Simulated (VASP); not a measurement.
# Zr (P6_3/mmc) in VASP: notebook

The runs below take Zr through electric field gradients, with LDA.

Program: VASP 6.6.1. These are calculated values, not measurements. Logs are shortened: lines on timing, memory, paths and dates and some standing lists are left out, and cuts for length are marked.

## 1. The cell of the first run

The structure is hexagonal, space group P6_3/mmc (No. 194). The conventional cell has a = 3.253 Å, b = 3.253 Å, c = 5.181 Å, α = 90.00°, β = 90.00°, γ = 120.00°. Zr (site symmetry -6m2) has 12 Zr at 3.20 to 3.25 Å within 4.2 Å.

## 2. Electric field gradients, LDA (23.75 Å³/atom)

The input, INCAR:

```
SYSTEM = Zr
PREC = Accurate ; ENCUT = 520
EDIFF = 1E-8 ; ISMEAR = -1
SIGMA = 0.03 ; LREAL = .False.
LASPH = .True. ; NELM = 100
ALGO = Normal ; ISIF = 2
LWAVE = .False. ; LCHARG = .False.
LEFG = .True. ; NBANDS = 19
```

The input, KPOINTS:

```
Automatic mesh
0
Gamma
  13 13 7
  0 0 0
```

The input, POSCAR:

```
Zr
1.0
    3.2534028080      0.0000000000      0.0000000000
   -1.6267014040      2.8175294804      0.0000000000
    0.0000000000      0.0000000000      5.1810870861
Zr
2
Direct
    0.3333333333      0.6666666667      0.2500000000
    0.6666666667      0.3333333333      0.7500000000
```

Potentials or basis: VASP PAW LDA potentials, release 64 (Zr_sv).

Run with:

```console
> cat potpaw_LDA.64/Zr_sv/POTCAR > POTCAR
> mpirun -np 1 vasp_std > vasp.out
```

OUTCAR:

```text
SYSTEM = Zr
   PREC = Accurate
   ENCUT = 520
   EDIFF = 1E-8
   ISMEAR = -1
   LREAL = .False.
   LASPH = .True.
   NELM = 100
   ISIF = 2

 ion  position               nearest neighbor table
   1  0.333  0.667  0.250-   2 3.20   2 3.20   2 3.20   2 3.20   2 3.20   2 3.20
   2  0.667  0.333  0.750-   1 3.20   1 3.20   1 3.20   1 3.20   1 3.20   1 3.20

  LATTYP: Found a hexagonal cell.
 ALAT       =     3.2534028080
 C/A-ratio  =     1.5925132521

  Lattice vectors:

 A1 = (   3.2534028080,   0.0000000000,   0.0000000000)
 A2 = (  -1.6267014040,   2.8175294804,   0.0000000000)
 A3 = (   0.0000000000,   0.0000000000,   5.1810870861)

Analysis of symmetry for initial positions (statically):
=====================================================================
 Subroutine PRICEL returns:
 Original cell was already a primitive cell.

 Routine SETGRP: Setting up the symmetry group for a
 hexagonal supercell.

 Subroutine GETGRP returns: Found 24 space group operations
 (whereof 12 operations were pure point group operations)
 out of a pool of 24 trial point group operations.

The static configuration has the point symmetry D_3d.
 The point group associated with its full space group is D_6h.

Analysis of symmetry for dynamics (positions and initial velocities):
=====================================================================
 Subroutine PRICEL returns:
 Original cell was already a primitive cell.

 Routine SETGRP: Setting up the symmetry group for a
 hexagonal supercell.

 Subroutine GETGRP returns: Found 24 space group operations
 (whereof 12 operations were pure point group operations)
 out of a pool of 24 trial point group operations.

The dynamic configuration has the point symmetry D_3d.
 The point group associated with its full space group is D_6h.

 Subroutine INISYM returns: Found 24 space group operations
 (whereof 12 operations are pure point group operations),
 and found     1 'primitive' translations

----------------------------------------------------------------------------------------

                                     Primitive cell

  volume of cell :      47.4927

  direct lattice vectors                    reciprocal lattice vectors
     3.253402808  0.000000000  0.000000000     0.307370485  0.177460432  0.000000000
    -1.626701404  2.817529480  0.000000000     0.000000000  0.354920865  0.000000000
     0.000000000  0.000000000  5.181087086     0.000000000  0.000000000  0.193009688

  length of vectors
     3.253402808  3.253402808  5.181087086     0.354920865  0.354920865  0.193009688

  position of ions in fractional coordinates (direct lattice)
     0.333333333  0.666666667  0.250000000
     0.666666667  0.333333333  0.750000000

  ion indices of the primitive-cell ions
   primitive index   ion index
                 1           1
                 2           2

----------------------------------------------------------------------------------------

 KPOINTS: Automatic mesh

Automatic generation of k-mesh.
 Grid dimensions read from file:
 generate k-points for:   13   13    7

 Generating k-lattice:

  Cartesian coordinates                     Fractional coordinates (reciprocal lattice)
     0.023643883  0.013650802  0.000000000     0.076923077  0.000000000  0.000000000
     0.000000000  0.027301605  0.000000000     0.000000000  0.076923077  0.000000000
     0.000000000  0.000000000  0.027572813     0.000000000  0.000000000  0.142857143

  Length of vectors
     0.027301605  0.027301605  0.027572813

  Shift w.r.t. Gamma in fractional coordinates (k-lattice)
     0.000000000  0.000000000  0.000000000

 Subroutine IBZKPT returns following result:
 ===========================================

 Found     84 irreducible k-points:

 Following reciprocal coordinates:
            Coordinates               Weight
  0.000000  0.000000  0.000000      1.000000
  0.076923 -0.000000  0.000000      6.000000
  0.153846  0.000000  0.000000      6.000000
  0.230769  0.000000  0.000000      6.000000
  0.307692  0.000000  0.000000      6.000000
  0.384615  0.000000  0.000000      6.000000
[... 16 lines left out ...]
  0.076923 -0.000000  0.142857     12.000000
  0.153846  0.000000  0.142857     12.000000
 [... further k-points ...]
   k-points           NKPTS =     84   k-points in BZ     NKDIM =     84   number of bands    NBANDS=     19
   number of dos      NEDOS =    301   number of ions     NIONS =      2
   total plane-waves  NPLWV =  23040
   dimension x,y,z NGX =    24 NGY =   24 NGZ =   40
   dimension x,y,z NGXF=    48 NGYF=   48 NGZF=   80
   ions per type =               2
   NGX,Y,Z   is equivalent  to a cutoff of  12.26, 12.26, 12.83 a.u.
   NGXF,Y,Z  is equivalent  to a cutoff of  24.53, 24.53, 25.67 a.u.
 SYSTEM =  Zr
   PREC   = accura    normal or accurate (medium, high low for compatibility)
   ISTART =      0    job   : 0-new  1-cont  2-samecut
   ICHARG =      2    charge: 1-file 2-atom 10-const
   ISPIN  =      1    spin polarized calculation?
   LNONCOLLINEAR =      F non collinear calculations
   LSORBIT =      F    spin-orbit coupling
   LASPH  =      T    aspherical Exc in radial PAW
   ENCUT  =  520.0 eV  38.22 Ry    6.18 a.u.   6.05  6.05  9.63*2*pi/ulx,y,z
   NELM   =    100;   NELMIN=  2; NELMDL= -5     # of ELM steps
   EDIFF  = 0.1E-07   stopping-criterion for ELM
   LREAL  =      F    real-space projection
   EDIFFG = 0.1E-06   stopping-criterion for IOM
   NSW    =      0    number of steps for IOM
   IBRION =     -1    ionic relax: 0-MD 1-quasi-New 2-CG
   NFREE  =      0    steps in history (QN), initial steepest desc. (CG)
   ISIF   =      2    stress and relaxation
   ISYM   =      2    0-nonsym 1-usesym 2-fastsym
   POTIM  = 0.5000    time-step for ionic-motion
   TEBEG  =    0.0;   TEEND  =   0.0 temperature during run
   PSTRESS=    0.0 pullay stress
   NELECT =      24.0000    total number of electrons
   NUPDOWN=      -1.0000    fix difference up-down
   EMIN   =  10.00;   EMAX   =-10.00  energy-range for DOS
   EFERMI =   0.00;   METHOD = LEGACY
   ISMEAR =    -1;   SIGMA  =   0.03  broadening in eV -4-tet -1-fermi 0-gaus
   EFERMI_NEDOS =   21; number of points for ismear=-14 and -15
   IALGO  =     38    algorithm
   IMIX   =      4    mixing-type and parameters
     AMIX     =   0.40;   BMIX     =  1.00
     AMIX_MAG =   1.60;   BMIX_MAG =  1.00
  volume/ion in A,a.u.               =      23.75       160.25
  Fermi-wavevector in a.u.,A,eV,Ry     =   1.303976  2.464157 23.134703  1.700353
  Thomas-Fermi vector in A             =   2.434942
   LORBIT       =      0    0 simple, 1 ext, 2 COOP (PROOUT), +10 PAW based schemes
   GGA     = CA    functional components
   LHFCALC =     F    Hartree Fock is set to
   AEXX    =    0.0000 exact exchange contribution
   IVDW    =     0    specifies the selected vdW correction
   LEPSILON=     F    determine dielectric tensor
   LRPA    =     F    only Hartree local field effects (RPA)
 non-spin polarized calculation
  energy-cutoff  :      520.00
  volume of cell :       47.49
 maximum number of plane-waves:      1298
   NGX = 13   NGY = 13   NGZ = 19

 number of electron      24.0000001 magnetization

 Free energy of the ion-electron system (eV)
  ---------------------------------------------------
  ext. energy  EPLUGINS =         0.00000000
  ---------------------------------------------------
  free energy    TOTEN  =       -18.48807721 eV

  energy without entropy =      -18.48060658  energy(sigma->0) =      -18.48434190

 E-fermi :   8.5928     XC(G=0): -11.2054

 val. band max:        8.5875138618   @ k =   0.0000   0.0000   0.4286
 cond. band min:       8.5986546750   @ k =   0.2308   0.1538   0.4286
 fundamental gap:      0.0111408132
 Fermi energy:         8.5927796476

 k-point     1 :       0.0000    0.0000    0.0000
  band No.  band energies     occupation
      1     -40.0255      2.00000
      2     -39.8793      2.00000
      3     -18.6692      2.00000
      4     -17.8366      2.00000
      5     -17.8366      2.00000
      6     -17.7064      2.00000
[... 11 lines left out ...]
     18      10.6228      0.00000
     19      12.8822      0.00000

 k-point     2 :       0.0769   -0.0000    0.0000
  band No.  band energies     occupation
      1     -40.0191      2.00000
      2     -39.8767      2.00000
      3     -18.6519      2.00000
      4     -17.8747      2.00000
      5     -17.8492      2.00000
      6     -17.7401      2.00000
[... 476 lines left out ...]
 k-point    24 :       0.1538    0.0000    0.1429
  band No.  band energies     occupation
      1     -39.9948      2.00000
      2     -39.8763      2.00000
      3     -18.5666      2.00000
      4     -17.9694      2.00000
      5     -17.8858      2.00000
      6     -17.8750      2.00000
[... 11 lines left out ...]
     18      10.7875      0.00000
     19      13.1850      0.00000

 [... further k-points ...]
[... 5 lines left out ...]
  --------------------------------------------------------------------------------------
  -------------------------------------------------------------------------------------
  Total       -2.3293195     -2.3293195     -2.1196398      0.0000000     -0.0000000      0.0000000
  in kB      -78.5800780    -78.5800780    -71.5064867      0.0000000     -0.0000000      0.0000000
  external PRESSURE =     -76.2222142 kB  Pullay stress =       0.0000000 kB

 VOLUME and BASIS-vectors are now :
 -----------------------------------------------------------------------------
  energy-cutoff  :      520.00
  volume of cell :       47.49
      direct lattice vectors                 reciprocal lattice vectors
     3.253402808  0.000000000  0.000000000     0.307370485  0.177460432  0.000000000
    -1.626701404  2.817529480  0.000000000     0.000000000  0.354920865  0.000000000
     0.000000000  0.000000000  5.181087086     0.000000000  0.000000000  0.193009688

 POSITION                                       TOTAL-FORCE (eV/Angst)
 -----------------------------------------------------------------------------------
     -0.00000      1.87835      1.29527        -0.000000      0.000000      0.000000
      1.62670      0.93918      3.88582         0.000000      0.000000      0.000000
 -----------------------------------------------------------------------------------
    total drift:                                0.000000     -0.000000      0.000000

  FREE ENERGIE OF THE ION-ELECTRON SYSTEM (eV)
  ---------------------------------------------------
  free  energy   TOTEN  =       -18.4880772140 eV

  energy  without entropy=      -18.4806065821  energy(sigma->0) =      -18.48434190

 Electric field gradients (V/A^2)
---------------------------------------------------------------------
 ion       V_xx      V_yy      V_zz      V_xy      V_xz      V_yz
---------------------------------------------------------------------
   1     -19.277   -19.277    38.553     0.000    -0.000     0.000
   2     -19.277   -19.277    38.553     0.000     0.000    -0.000
---------------------------------------------------------------------

 Electric field gradients after diagonalization (V/A^2)
 (convention: |V_zz| > |V_xx| > |V_yy|)
----------------------------------------------------------------------
 ion       V_xx      V_yy      V_zz     asymmetry (V_yy - V_xx)/ V_zz
----------------------------------------------------------------------
   1     -19.277   -19.277    38.553       0.000
   2     -19.277   -19.277    38.553       0.000
----------------------------------------------------------------------

           NMR quadrupolar parameters

 Cq : quadrupolar parameter    Cq=e*Q*V_zz/h
 eta: asymmetry parameters     (V_yy - V_xx)/ V_zz
 Q  : nuclear electric quadrupole moment in mb (millibarn)
----------------------------------------------------------------------
 ion       Cq(MHz)       eta       Q (mb)
----------------------------------------------------------------------
   1       0.093       0.000       1.000
   2       0.093       0.000       1.000
----------------------------------------------------------------------
```

Wall time 31 s (1 thread of Intel Xeon Platinum 8488C (Sapphire Rapids), shared host); peak memory 0.18 GiB.

Results:

```
Free energy                             : -18.4881 eV
Pressure                                : -7.6 GPa
Band gap on the k mesh                  : zero (bands 12 and 13 overlap by 1.06 eV)
Largest electric field gradient by atom : Zr +38.6 V/Å²
```

Stress tensor (GPa, compression positive):
```
-7.86  0.00  0.00
 0.00 -7.86  0.00
 0.00  0.00 -7.15
```

Electric field gradients, principal values (V/Å²):
```csv
atom,least,middle,greatest (by size)
1 Zr,-19.277,-19.277,38.553
2 Zr,-19.277,-19.277,38.553
```

Caveat: the cell stands under tension; without QUAD_EFG the Cq values of the log hold for a quadrupole moment of 1 mb, not for the nuclei.

## 3. Electric field gradients, LDA (24.21 Å³/atom)

This run uses another cell than the first one, of 24.21 Å³/atom.

The input, INCAR:

```
ALGO = Normal
EDIFF = 1E-8
ENCUT = 520
ISIF = 2
ISMEAR = -1
LASPH = T
LCHARG = F
LEFG = T
LREAL = F
LWAVE = F
NBANDS = 19
NELM = 80
PREC = Accurate
SIGMA = 0.03
```

The input, KPOINTS:

```
k-points
0
Gamma
  13 13 7
```

The input, POSCAR:

```
Zr
1.0
    3.2745293923      0.0000000000      0.0000000000
   -1.6372646961      2.8358256391      0.0000000000
    0.0000000000      0.0000000000      5.2147314515
Zr
2
Direct
    0.3333333333      0.6666666667      0.2500000000
    0.6666666667      0.3333333333      0.7500000000
```

Potentials or basis: VASP PAW LDA potentials, release 64 (Zr_sv).

Run with:

```console
> cat potpaw_LDA.64/Zr_sv/POTCAR > POTCAR
> mpirun -np 1 vasp_std > vasp.out
```

OUTCAR:

```text
EDIFF = 1E-8
   ENCUT = 520
   ISIF = 2
   ISMEAR = -1
   LASPH = T
   LREAL = F
   NELM = 80
   PREC = Accurate

 ion  position               nearest neighbor table
   1  0.333  0.667  0.250-   2 3.22   2 3.22   2 3.22   2 3.22   2 3.22   2 3.22
   2  0.667  0.333  0.750-   1 3.22   1 3.22   1 3.22   1 3.22   1 3.22   1 3.22

  LATTYP: Found a hexagonal cell.
 ALAT       =     3.2745293923
 C/A-ratio  =     1.5925132521

  Lattice vectors:

 A1 = (   3.2745293923,   0.0000000000,   0.0000000000)
 A2 = (  -1.6372646961,   2.8358256391,   0.0000000000)
 A3 = (   0.0000000000,   0.0000000000,   5.2147314515)

Analysis of symmetry for initial positions (statically):
=====================================================================
 Subroutine PRICEL returns:
 Original cell was already a primitive cell.

 Routine SETGRP: Setting up the symmetry group for a
[... 718 lines left out ...]
  energy-cutoff  :      520.00
  volume of cell :       48.42
      direct lattice vectors                 reciprocal lattice vectors
     3.274529392  0.000000000  0.000000000     0.305387395  0.176315495  0.000000000
    -1.637264696  2.835825639  0.000000000     0.000000000  0.352630989  0.000000000
     0.000000000  0.000000000  5.214731451     0.000000000  0.000000000  0.191764429

 POSITION                                       TOTAL-FORCE (eV/Angst)
 -----------------------------------------------------------------------------------
     -0.00000      1.89055      1.30368        -0.000000      0.000000      0.000000
      1.63726      0.94528      3.91105         0.000000     -0.000000      0.000000
 -----------------------------------------------------------------------------------
    total drift:                                0.000000     -0.000000      0.000000

  FREE ENERGIE OF THE ION-ELECTRON SYSTEM (eV)
  ---------------------------------------------------
  free  energy   TOTEN  =       -18.4398419785 eV

  energy  without entropy=      -18.4324984901  energy(sigma->0) =      -18.43617023

 Electric field gradients (V/A^2)
---------------------------------------------------------------------
 ion       V_xx      V_yy      V_zz      V_xy      V_xz      V_yz
---------------------------------------------------------------------
   1     -18.199   -18.199    36.398     0.000    -0.000     0.000
   2     -18.199   -18.199    36.398     0.000     0.000    -0.000
---------------------------------------------------------------------

 Electric field gradients after diagonalization (V/A^2)
 (convention: |V_zz| > |V_xx| > |V_yy|)
----------------------------------------------------------------------
 ion       V_xx      V_yy      V_zz     asymmetry (V_yy - V_xx)/ V_zz
----------------------------------------------------------------------
   1     -18.199   -18.199    36.398       0.000
   2     -18.199   -18.199    36.398       0.000
----------------------------------------------------------------------

           NMR quadrupolar parameters

 Cq : quadrupolar parameter    Cq=e*Q*V_zz/h
 eta: asymmetry parameters     (V_yy - V_xx)/ V_zz
 Q  : nuclear electric quadrupole moment in mb (millibarn)
----------------------------------------------------------------------
 ion       Cq(MHz)       eta       Q (mb)
----------------------------------------------------------------------
   1       0.088       0.000       1.000
   2       0.088       0.000       1.000
----------------------------------------------------------------------
```

OSZICAR:

```text
N       E                     dE             d eps       ncg     rms          rms(c)
DAV:   1     0.210264305696E+03    0.21026E+03   -0.13172E+04  3200   0.125E+03
DAV:   2    -0.321989865169E+01   -0.21348E+03   -0.20980E+03  3712   0.364E+02
DAV:   3    -0.188519058240E+02   -0.15632E+02   -0.15501E+02  5774   0.708E+01
DAV:   4    -0.192810456792E+02   -0.42914E+00   -0.42847E+00  3831   0.119E+01
DAV:   5    -0.192934030535E+02   -0.12357E-01   -0.12354E-01  4775   0.146E+00    0.134E+01
DAV:   6    -0.185842186565E+02    0.70918E+00   -0.10662E+00  3510   0.729E+00    0.510E+00
DAV:   7    -0.184391795017E+02    0.14504E+00   -0.62010E-01  4656   0.471E+00    0.108E+00
DAV:   8    -0.184396490966E+02   -0.46959E-03   -0.27516E-02  4287   0.133E+00    0.253E-01
DAV:   9    -0.184398445393E+02   -0.19544E-03   -0.16715E-03  4334   0.326E-01    0.227E-02
DAV:  10    -0.184398391848E+02    0.53545E-05   -0.55526E-05  4535   0.400E-02    0.203E-02
DAV:  11    -0.184398420495E+02   -0.28647E-05   -0.69881E-06  3716   0.273E-02    0.158E-03
DAV:  12    -0.184398419863E+02    0.63199E-07   -0.36281E-07  4242   0.426E-03    0.980E-04
DAV:  13    -0.184398419785E+02    0.77898E-08   -0.33024E-08  3165   0.831E-04
   1 F= -.18439842E+02 E0= -.18436170E+02  d E =-.734349E-02
```

stdout:

```text
POSCAR found type information on POSCAR Zr
 POSCAR found :  1 types and       2 ions
 scaLAPACK will be used
 LDA part: xc-table for (Slater(with rela. corr.)+CA(PZ))
 , standard interpolation
 POSCAR, INCAR and KPOINTS ok, starting setup
 FFT: planning ... GRIDC
 FFT: planning ... GRID_SOFT
 FFT: planning ... GRID
 WAVECAR not read
 entering main loop
ion   1

ion   2
```

It took 37 s on 1 thread of Intel Xeon Platinum 8488C (Sapphire Rapids), shared host; peak memory 0.18 GiB.

Results:

```yaml
Free_energy: -18.4398 eV
Pressure: -9.1 GPa
Band_gap_on_the_k_mesh: zero (bands 12 and 13 overlap by 1.05 eV)
Largest_electric_field_gradient_by_atom: Zr +36.4 V/Å²
```

Stress tensor (GPa, compression positive):
```
-9.28  0.00  0.00
 0.00 -9.28  0.00
 0.00  0.00 -8.69
```

Electric field gradients, principal values (V/Å²):
```
atom    least   middle  greatest (by size)
1 Zr  -18.199  -18.199              36.398
2 Zr  -18.199  -18.199              36.398
```

Caveat: the cell stands under tension; without QUAD_EFG the Cq values of the log hold for a quadrupole moment of 1 mb, not for the nuclei.

(Continued in part 2 of 2.)
